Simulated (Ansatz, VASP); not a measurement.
Two plane-wave programs on W

```
CELL_PARAMETERS angstrom
1.39206 0.80371 7.36543
-1.39206 0.80371 7.36543
0.00000 -1.60742 7.36543
ATOMIC_POSITIONS crystal
W 0.00000 0.00000 0.00000
W 0.22240 0.22240 0.22240
W 0.77760 0.77760 0.77760
```

Alike in both runs: functional PBE; k mesh 18 × 18 × 18; occupations gaussian, width 0.1 eV; no spin polarisation.

Ansatz relaxed the structure, and its values are those at the end. VASP's run is a single point on that final structure, the one shown.

|  | VASP | Ansatz |
| --- | --- | --- |
| version | VASP 6.6.1 | Ansatz 0.2.0 |
| potentials or method | VASP PAW PBE potentials, release 64 (W_sv), cutoff 520 eV | scalar-relativistic, plane waves, PAW |
| valence electrons in the cell | 42 | 42 |

|  | VASP | Ansatz | Ansatz less VASP |
| --- | --- | --- | --- |
| gap on the k mesh at the Fermi level (eV) | none | none | - |
| pressure (GPa) | 0.5 | 0.0 | -0.52 |

A gap of «none» marks a metal or a gap that the smearing closes. With one functional, cell and mesh, what is left measures potentials, basis and numerics.

Neither program's run includes spin-orbit coupling.
